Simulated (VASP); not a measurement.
# AlN (Cmc2_1) in VASP: single point with PBEsol

Aim: the single point of AlN with PBEsol.

All numbers are computed with VASP 6.6.1; they aren't measurements. Logs are shortened: lines on timing, memory, paths and dates and some standing lists are left out, and cuts for length are marked.

## Step 1: The cell of the first run

The structure is orthorhombic, space group Cmc2_1 (No. 36). The conventional cell has a = 3.097 Å, b = 5.409 Å, c = 4.996 Å, α = 90.00°, β = 90.00°, γ = 90.00°. Within 2.5 Å of Al (site symmetry m) lie 4 N at 1.89 to 1.90 Å. N (site symmetry m) has 4 Al at 1.89 to 1.90 Å within 2.5 Å.

## Step 2: Single point, PBEsol

Contents of INCAR:

```
SYSTEM = AlN
  PREC = Accurate
  ENCUT = 520
  EDIFF = 1E-6
  ISMEAR = -1
  SIGMA = 0.05
  LREAL = Auto
  LASPH = .True.
  NELM = 80
  ALGO = Normal
  ISIF = 2
  LWAVE = .False.
  LCHARG = .False.
  GGA = PS
  NBANDS = 246
```

Contents of KPOINTS:

```
Automatic mesh
0
Gamma
  1 1 1
  0.5 0.5 0.5
```

Contents of POSCAR:

```
AlN
1.0
    9.2905570947      0.0000000000      0.0000000000
    0.0000000000     10.8175002257      0.0000000000
    0.0000000000      0.0000000000      9.9925414410
Al N
48 48
Direct
    0.1666667000      0.0832151000      0.2487978000
    0.1666667000      0.0832151000      0.7487978000
    0.0000000000      0.3332151000      0.2487978000
    1.0000000000      0.3332151000      0.7487978000
    0.5000000000      0.0832151000      0.2487978000
    0.5000000000      0.0832151000      0.7487978000
    0.3333333000      0.3332151000      0.2487978000
    0.3333333000      0.3332151000      0.7487978000
    0.1666667000      0.5832151000      0.2487978000
    0.1666667000      0.5832151000      0.7487978000
    0.0000000000      0.8332151000      0.2487978000
    0.0000000000      0.8332151000      0.7487978000
    0.8333333000      0.0832151000      0.2487978000
    0.8333333000      0.0832151000      0.7487978000
    0.6666667000      0.3332151000      0.2487978000
    0.6666667000      0.3332151000      0.7487978000
    0.5000000000      0.5832151000      0.2487978000
    0.5000000000      0.5832151000      0.7487978000
    0.3333333000      0.8332151000      0.2487978000
    0.3333333000      0.8332151000      0.7487978000
    0.8333333000      0.5832151000      0.2487978000
    0.8333333000      0.5832151000      0.7487978000
    0.6666667000      0.8332151000      0.2487978000
    0.6666667000      0.8332151000      0.7487978000
    0.0000000000      0.1667849000      0.4987978000
    0.0000000000      0.1667849000      0.9987978000
    0.3333333000      0.1667849000      0.4987978000
    0.3333333000      0.1667849000      0.9987978000
    0.1666667000      0.4167849000      0.4987978000
    0.1666667000      0.4167849000      0.9987978000
    1.0000000000      0.6667849000      0.4987978000
    0.0000000000      0.6667849000      0.9987978000
    0.6666667000      0.1667849000      0.4987978000
    0.6666667000      0.1667849000      0.9987978000
    0.5000000000      0.4167849000      0.4987978000
    0.5000000000      0.4167849000      0.9987978000
    0.3333333000      0.6667849000      0.4987978000
    0.3333333000      0.6667849000      0.9987978000
    0.1666667000      0.9167849000      0.4987978000
    0.1666667000      0.9167849000      0.9987978000
    0.8333333000      0.4167849000      0.4987978000
    0.8333333000      0.4167849000      0.9987978000
    0.6666667000      0.6667849000      0.4987978000
    0.6666667000      0.6667849000      0.9987978000
    0.5000000000      0.9167849000      0.4987978000
    0.5000000000      0.9167849000      0.9987978000
    0.8333333000      0.9167849000      0.4987978000
    0.8333333000      0.9167849000      0.9987978000
    1.0000000000      0.1673124000      0.1892022000
    0.0000000000      0.1673124000      0.6892022000
    0.3333333000      0.1673124000      0.1892022000
    0.3333333000      0.1673124000      0.6892022000
    0.1666667000      0.4173124000      0.1892022000
    0.1666667000      0.4173124000      0.6892022000
    0.0000000000      0.6673124000      0.1892022000
    0.0000000000      0.6673124000      0.6892022000
    0.6666667000      0.1673124000      0.1892022000
    0.6666667000      0.1673124000      0.6892022000
    0.5000000000      0.4173124000      0.1892022000
    0.5000000000      0.4173124000      0.6892022000
    0.3333333000      0.6673124000      0.1892022000
    0.3333333000      0.6673124000      0.6892022000
    0.1666667000      0.9173124000      0.1892022000
    0.1666667000      0.9173124000      0.6892022000
    0.8333333000      0.4173124000      0.1892022000
    0.8333333000      0.4173124000      0.6892022000
    0.6666667000      0.6673124000      0.1892022000
    0.6666667000      0.6673124000      0.6892022000
    0.5000000000      0.9173124000      0.1892022000
    0.5000000000      0.9173124000      0.6892022000
    0.8333333000      0.9173124000      0.1892022000
    0.8333333000      0.9173124000      0.6892022000
    0.1666667000      0.0826876000      0.4392022000
    0.1666667000      0.0826876000      0.9392022000
    1.0000000000      0.3326876000      0.4392022000
    1.0000000000      0.3326876000      0.9392022000
    0.5000000000      0.0826876000      0.4392022000
    0.5000000000      0.0826876000      0.9392022000
    0.3333333000      0.3326876000      0.4392022000
    0.3333333000      0.3326876000      0.9392022000
    0.1666667000      0.5826876000      0.4392022000
    0.1666667000      0.5826876000      0.9392022000
    1.0000000000      0.8326876000      0.4392022000
    0.0000000000      0.8326876000      0.9392022000
    0.8333333000      0.0826876000      0.4392022000
    0.8333333000      0.0826876000      0.9392022000
    0.6666667000      0.3326876000      0.4392022000
    0.6666667000      0.3326876000      0.9392022000
    0.5000000000      0.5826876000      0.4392022000
    0.5000000000      0.5826876000      0.9392022000
    0.3333333000      0.8326876000      0.4392022000
    0.3333333000      0.8326876000      0.9392022000
    0.8333333000      0.5826876000      0.4392022000
    0.8333333000      0.5826876000      0.9392022000
    0.6666667000      0.8326876000      0.4392022000
    0.6666667000      0.8326876000      0.9392022000
```

Potentials or basis: VASP PAW PBE potentials, release 64 (Al, N).

Command:

```
cat potpaw_PBE.64/Al/POTCAR potpaw_PBE.64/N/POTCAR > POTCAR
mpirun -np 1 vasp_std > vasp.out
```

OUTCAR:

```text
SYSTEM = AlN
   PREC = Accurate
   ENCUT = 520
   EDIFF = 1E-6
   ISMEAR = -1
   LREAL = Auto
   LASPH = .True.
   NELM = 80
   ISIF = 2
   GGA = PS

 ion  position               nearest neighbor table
   1  0.167  0.083  0.249-  63 1.89  51 1.89  49 1.89  73 1.90  27 3.07  28 3.07  25 3.07  26 3.07
                            39 3.08  40 3.08   5 3.10  13 3.10   7 3.12  19 3.12   3 3.12  11 3.12
   2  0.167  0.083  0.749-  64 1.89  52 1.89  50 1.89  74 1.90  27 3.07  28 3.07  25 3.07  26 3.07
                            39 3.08  40 3.08   6 3.10  14 3.10   8 3.12  20 3.12   4 3.12  12 3.12
   3  0.000  0.333  0.249-  49 1.89  53 1.89  65 1.89  75 1.90  29 3.07  30 3.07  41 3.07  42 3.07
                            25 3.08  26 3.08   7 3.10  15 3.10   1 3.12  21 3.12   9 3.12  13 3.12
   4  0.000  0.333  0.749-  50 1.89  54 1.89  66 1.89  76 1.90  29 3.07  30 3.07  41 3.07  42 3.07
                            25 3.08  26 3.08   8 3.10  16 3.10   2 3.12  22 3.12  10 3.12  14 3.12
   5  0.500  0.083  0.249-  69 1.89  57 1.89  51 1.89  77 1.90  27 3.07  28 3.07  33 3.07  34 3.07
                            45 3.08  46 3.08   1 3.10  13 3.10  19 3.12  23 3.12   7 3.12  15 3.12
   6  0.500  0.083  0.749-  70 1.89  58 1.89  52 1.89  78 1.90  27 3.07  28 3.07  33 3.07  34 3.07
                            45 3.08  46 3.08   2 3.10  14 3.10  20 3.12  24 3.12   8 3.12  16 3.12
   7  0.333  0.333  0.249-  51 1.89  53 1.89  59 1.89  79 1.90  29 3.07  30 3.07  35 3.07  36 3.07
                            27 3.08  28 3.08   3 3.10  15 3.10   9 3.12   1 3.12   5 3.12  17 3.12
   8  0.333  0.333  0.749-  52 1.89  54 1.89  60 1.89  80 1.90  29 3.07  30 3.07  35 3.07  36 3.07
                            27 3.08  28 3.08   4 3.10  16 3.10  10 3.12   2 3.12   6 3.12  18 3.12
   9  0.167  0.583  0.249-  53 1.89  61 1.89  55 1.89  81 1.90  37 3.07  38 3.07  31 3.07  32 3.07
[... 125 lines left out ...]
  95  0.667  0.833  0.439-  43 1.89  47 1.89  45 1.89  23 1.90
  96  0.667  0.833  0.939-  44 1.89  48 1.89  46 1.89  24 1.90

  LATTYP: Found a simple orthorhombic cell.
 ALAT       =     9.2905570947
 B/A-ratio  =     1.0755589077
 C/A-ratio  =     1.1643543132

  Lattice vectors:

 A1 = (  -9.2905570947,   0.0000000000,   0.0000000000)
 A2 = (   0.0000000000,   0.0000000000,   9.9925414410)
 A3 = (   0.0000000000,  10.8175002257,   0.0000000000)

Analysis of symmetry for initial positions (statically):
=====================================================================
 Subroutine PRICEL returns following result:

  LATTYP: Found a base centered orthorhombic cell.
 ALAT       =     3.0968529843
 B/A-ratio  =     1.7465311206
 C/A-ratio  =     1.6133380389

  Lattice vectors:

 A1 = (  -1.5484264921,   2.7043750564,   0.0000000000)
 A2 = (  -1.5484264921,  -2.7043750564,   0.0000000000)
 A3 = (   0.0000000000,   0.0000000000,   4.9962707205)

  24 primitive cells build up your supercell.

 Routine SETGRP: Setting up the symmetry group for a
 simple orthorhombic supercell.

 Subroutine GETGRP returns: Found  4 space group operations
 (whereof  2 operations were pure point group operations)
 out of a pool of  8 trial point group operations.

The static configuration has the point symmetry C_1h.
 The point group associated with its full space group is C_2v.

Analysis of symmetry for dynamics (positions and initial velocities):
=====================================================================
 Subroutine PRICEL returns following result:

  LATTYP: Found a base centered orthorhombic cell.
 ALAT       =     3.0968529843
 B/A-ratio  =     1.7465311206
 C/A-ratio  =     1.6133380389

  Lattice vectors:
[... 81 lines left out ...]
   dimension x,y,z NGXF=   140 NGYF=  160 NGZF=  160
   ions per type =              48  48
   NGX,Y,Z   is equivalent  to a cutoff of  12.53, 12.29, 13.31 a.u.
   NGXF,Y,Z  is equivalent  to a cutoff of  25.05, 24.59, 26.62 a.u.
 SYSTEM =  AlN
   PREC   = accura    normal or accurate (medium, high low for compatibility)
   ISTART =      0    job   : 0-new  1-cont  2-samecut
   ICHARG =      2    charge: 1-file 2-atom 10-const
   ISPIN  =      1    spin polarized calculation?
   LNONCOLLINEAR =      F non collinear calculations
   LSORBIT =      F    spin-orbit coupling
   LASPH  =      T    aspherical Exc in radial PAW
   ENCUT  =  520.0 eV  38.22 Ry    6.18 a.u.  17.27 20.11 18.58*2*pi/ulx,y,z
   NELM   =     80;   NELMIN=  2; NELMDL= -5     # of ELM steps
   EDIFF  = 0.1E-05   stopping-criterion for ELM
   LREAL  =      T    real-space projection
   EDIFFG = 0.1E-04   stopping-criterion for IOM
   NSW    =      0    number of steps for IOM
   IBRION =     -1    ionic relax: 0-MD 1-quasi-New 2-CG
   NFREE  =      0    steps in history (QN), initial steepest desc. (CG)
   ISIF   =      2    stress and relaxation
   ISYM   =      2    0-nonsym 1-usesym 2-fastsym
   POTIM  = 0.5000    time-step for ionic-motion
   TEBEG  =    0.0;   TEEND  =   0.0 temperature during run
   PSTRESS=    0.0 pullay stress
   NELECT =     384.0000    total number of electrons
   NUPDOWN=      -1.0000    fix difference up-down
   EMIN   =  10.00;   EMAX   =-10.00  energy-range for DOS
   EFERMI =   0.00;   METHOD = LEGACY
   ISMEAR =    -1;   SIGMA  =   0.05  broadening in eV -4-tet -1-fermi 0-gaus
   EFERMI_NEDOS =   21; number of points for ismear=-14 and -15
   IALGO  =     38    algorithm
   IMIX   =      4    mixing-type and parameters
     AMIX     =   0.40;   BMIX     =  1.00
     AMIX_MAG =   1.60;   BMIX_MAG =  1.00
  volume/ion in A,a.u.               =      10.46        70.59
  Fermi-wavevector in a.u.,A,eV,Ry     =   1.188239  2.245446 19.210219  1.411911
  Thomas-Fermi vector in A             =   2.324373
   LORBIT       =      0    0 simple, 1 ext, 2 COOP (PROOUT), +10 PAW based schemes
   GGA     = PS    functional components
   LHFCALC =     F    Hartree Fock is set to
   AEXX    =    0.0000 exact exchange contribution
   IVDW    =     0    specifies the selected vdW correction
   LEPSILON=     F    determine dielectric tensor
   LRPA    =     F    only Hartree local field effects (RPA)
 non-spin polarized calculation
  energy-cutoff  :      520.00
  volume of cell :     1004.26
 maximum number of plane-waves:     27064
 NGX is ok and might be reduce to    70
   NGX = 35   NGY = 41   NGZ = 37

 number of electron     383.9999997 magnetization

 Free energy of the ion-electron system (eV)
  ---------------------------------------------------
  ext. energy  EPLUGINS =         0.00000000
  ---------------------------------------------------
  free energy    TOTEN  =      -753.18635882 eV

  energy without entropy =     -753.18635882  energy(sigma->0) =     -753.18635882

 E-fermi :   6.8842     XC(G=0): -11.1039

 val. band max:        5.5139756543   @ k =   0.5000   0.5000   0.5000
 cond. band min:      11.4069254332   @ k =   0.5000   0.5000   0.5000
 fundamental gap:      5.8929497789
 Fermi energy:         6.8841569831

 k-point     1 :       0.5000    0.5000    0.5000
  band No.  band energies     occupation
      1      -8.4480      2.00000
      2      -8.4480      2.00000
      3      -8.4480      2.00000
      4      -8.4480      2.00000
      5      -8.4480      2.00000
      6      -8.4480      2.00000
[... 196 lines left out ...]
    203      11.9666      0.00000
    204      11.9666      0.00000
 [bands above 204 left out]

------------------------ aborting loop because EDIFF is reached ----------------------------------------

  FORCE on cell =-STRESS in cart. coord.  units (eV):
  Direction    XX          YY          ZZ          XY          YZ          ZX
  --------------------------------------------------------------------------------------
  -------------------------------------------------------------------------------------
  Total       -0.1003071     -0.0479304     -0.1358276      0.0000000      0.0000000      0.0000000
  in kB       -0.1600287     -0.0764675     -0.2166975      0.0000000      0.0000000      0.0000000
  external PRESSURE =      -0.1510646 kB  Pullay stress =       0.0000000 kB

 VOLUME and BASIS-vectors are now :
 -----------------------------------------------------------------------------
  energy-cutoff  :      520.00
  volume of cell :     1004.26
      direct lattice vectors                 reciprocal lattice vectors
     9.290557095  0.000000000  0.000000000     0.107636172  0.000000000  0.000000000
     0.000000000 10.817500226  0.000000000     0.000000000  0.092442799  0.000000000
     0.000000000  0.000000000  9.992541441     0.000000000  0.000000000  0.100074641

 POSITION                                       TOTAL-FORCE (eV/Angst)
 -----------------------------------------------------------------------------------
      1.54843      0.90018      2.48612         0.000000      0.006329     -0.001504
      1.54843      0.90018      7.48239        -0.000000      0.006329     -0.001504
      0.00000      3.60455      2.48612        -0.000000      0.006329     -0.001504
      0.00000      3.60455      7.48239        -0.000000      0.006329     -0.001504
      4.64528      0.90018      2.48612        -0.000000      0.006329     -0.001504
      4.64528      0.90018      7.48239        -0.000000      0.006329     -0.001504
[... 88 lines left out ...]
      6.19371      9.00760      4.38875        -0.000000      0.003340      0.001504
      6.19371      9.00760      9.38502        -0.000000      0.003340      0.001504
 -----------------------------------------------------------------------------------
    total drift:                                0.000000      0.000000     -0.013376

  FREE ENERGIE OF THE ION-ELECTRON SYSTEM (eV)
  ---------------------------------------------------
  free  energy   TOTEN  =      -753.1863588169 eV

  energy  without entropy=     -753.1863588168  energy(sigma->0) =     -753.18635882
```

It took 6.3 min on 1 thread of Intel Xeon Platinum 8488C (Sapphire Rapids), shared host; peak memory 0.89 GiB.

Results:

| Quantity | Value |
| --- | --- |
| Free energy | -753.1864 eV |
| Pressure | 0.0 GPa |
| Largest force | 0.007 eV/Å |
| Band gap on the k mesh | 5.89 eV |

Forces in eV/Å, atoms in the order of the input:
```
Al   0.000  0.006 -0.002
Al   0.000  0.006 -0.002
Al   0.000  0.006 -0.002
Al   0.000  0.006 -0.002
Al   0.000  0.006 -0.002
Al   0.000  0.006 -0.002
Al   0.000  0.006 -0.002
Al   0.000  0.006 -0.002
Al   0.000  0.006 -0.002
Al   0.000  0.006 -0.002
Al   0.000  0.006 -0.002
Al   0.000  0.006 -0.002
Al   0.000  0.006 -0.002
Al   0.000  0.006 -0.002
Al   0.000  0.006 -0.002
Al   0.000  0.006 -0.002
Al   0.000  0.006 -0.002
Al   0.000  0.006 -0.002
Al   0.000  0.006 -0.002
Al   0.000  0.006 -0.002
Al   0.000  0.006 -0.002
Al   0.000  0.006 -0.002
Al   0.000  0.006 -0.002
Al   0.000  0.006 -0.002
Al   0.000 -0.006 -0.002
Al   0.000 -0.006 -0.002
Al   0.000 -0.006 -0.002
Al   0.000 -0.006 -0.002
Al   0.000 -0.006 -0.002
Al   0.000 -0.006 -0.002
Al   0.000 -0.006 -0.002
Al   0.000 -0.006 -0.002
Al   0.000 -0.006 -0.002
Al   0.000 -0.006 -0.002
Al   0.000 -0.006 -0.002
Al   0.000 -0.006 -0.002
Al   0.000 -0.006 -0.002
Al   0.000 -0.006 -0.002
Al   0.000 -0.006 -0.002
Al   0.000 -0.006 -0.002
Al   0.000 -0.006 -0.002
Al   0.000 -0.006 -0.002
Al   0.000 -0.006 -0.002
Al   0.000 -0.006 -0.002
Al   0.000 -0.006 -0.002
Al   0.000 -0.006 -0.002
Al   0.000 -0.006 -0.002
Al   0.000 -0.006 -0.002
N    0.000 -0.003  0.002
N    0.000 -0.003  0.002
N    0.000 -0.003  0.002
N    0.000 -0.003  0.002
N    0.000 -0.003  0.002
N    0.000 -0.003  0.002
N    0.000 -0.003  0.002
N    0.000 -0.003  0.002
N    0.000 -0.003  0.002
N    0.000 -0.003  0.002
N    0.000 -0.003  0.002
N    0.000 -0.003  0.002
N    0.000 -0.003  0.002
N    0.000 -0.003  0.002
N    0.000 -0.003  0.002
N    0.000 -0.003  0.002
N    0.000 -0.003  0.002
N    0.000 -0.003  0.002
N    0.000 -0.003  0.002
N    0.000 -0.003  0.002
N    0.000 -0.003  0.002
N    0.000 -0.003  0.002
N    0.000 -0.003  0.002
N    0.000 -0.003  0.002
N    0.000  0.003  0.002
N    0.000  0.003  0.002
N    0.000  0.003  0.002
N    0.000  0.003  0.002
N    0.000  0.003  0.002
N    0.000  0.003  0.002
N    0.000  0.003  0.002
N    0.000  0.003  0.002
N    0.000  0.003  0.002
N    0.000  0.003  0.002
N    0.000  0.003  0.002
N    0.000  0.003  0.002
N    0.000  0.003  0.002
N    0.000  0.003  0.002
N    0.000  0.003  0.002
N    0.000  0.003  0.002
N    0.000  0.003  0.002
N    0.000  0.003  0.002
N    0.000  0.003  0.002
N    0.000  0.003  0.002
N    0.000  0.003  0.002
N    0.000  0.003  0.002
N    0.000  0.003  0.002
N    0.000  0.003  0.002
```

Levels at points of the mesh, in eV from the valence-band top:
| k point | band 190 | band 191 | band 192 | band 193 | band 194 | band 195 |
| --- | --- | --- | --- | --- | --- | --- |
| (0.50, 0.50, 0.50) | 0.00 | 0.00 | 0.00 | 5.89 | 5.89 | 5.89 |

Caveat: the k points lie up to 0.68 Å⁻¹ apart; the PAW data sets were made with another functional, which shifts forces and pressure a little. A k mesh can miss the band edges.
